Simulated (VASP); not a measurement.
Write the native input for VASP 6.6.1 that does the following.

* Task: single point
* Functional: RPBE
* Dispersion: D3(BJ)
* Potentials or basis: VASP PAW PBE potentials, release 64 (Al)
* Cutoff: 520 eV
* k mesh: 11 × 11 × 11
* Occupations: fermi-dirac, width 0.05 eV
* Spin: no spin polarisation
* Dipole correction: no
* Further INCAR settings: ALGO = Normal; EDIFF = 1e-06; NBANDS = 8

The structure of Al lies in POSCAR:

```
Al
1.0
    0.0000000000      1.8896455598      1.8896455598
    1.8896455598      0.0000000000      1.8896455598
    1.8896455598      1.8896455598      0.0000000000
Al
1
Direct
    0.0000000000      0.0000000000      0.0000000000
```

The input as run:

INCAR

```
SYSTEM = Al
  PREC = Accurate
  ENCUT = 520
  EDIFF = 1E-6
  ISMEAR = -1
  SIGMA = 0.05
  LREAL = .FALSE.
  LASPH = .TRUE.
  NELM = 100
  ALGO = Normal
  ISIF = 2
  LWAVE = .FALSE.
  LCHARG = .TRUE.
  GGA = RP
  IVDW = 12
  LELF = .TRUE.
  LVHAR = .TRUE.
  NBANDS = 8
```

KPOINTS

```
regular mesh
0
G
  11 11 11
  0 0 0
```

Potentials or basis: VASP PAW PBE potentials, release 64 (Al).

The run is started by

```bash
$ cat potpaw_PBE.64/Al/POTCAR > POTCAR
$ mpirun -np 1 vasp_std > vasp.out
```

It gave:

| Quantity | Value |
| --- | --- |
| Pressure | -0.3 GPa |
| Dispersion energy per atom | -2.212 eV |

Caveat: the PAW data sets were made with another functional, which shifts forces and pressure a little; pairwise dispersion overbinds metals, which lowers pressure and volume.

It took 5 s on 1 thread of Intel(R) Xeon(R) Platinum 8375C CPU @ 2.90GHz (Ice Lake) (shared host), peak memory 0.13 GiB.
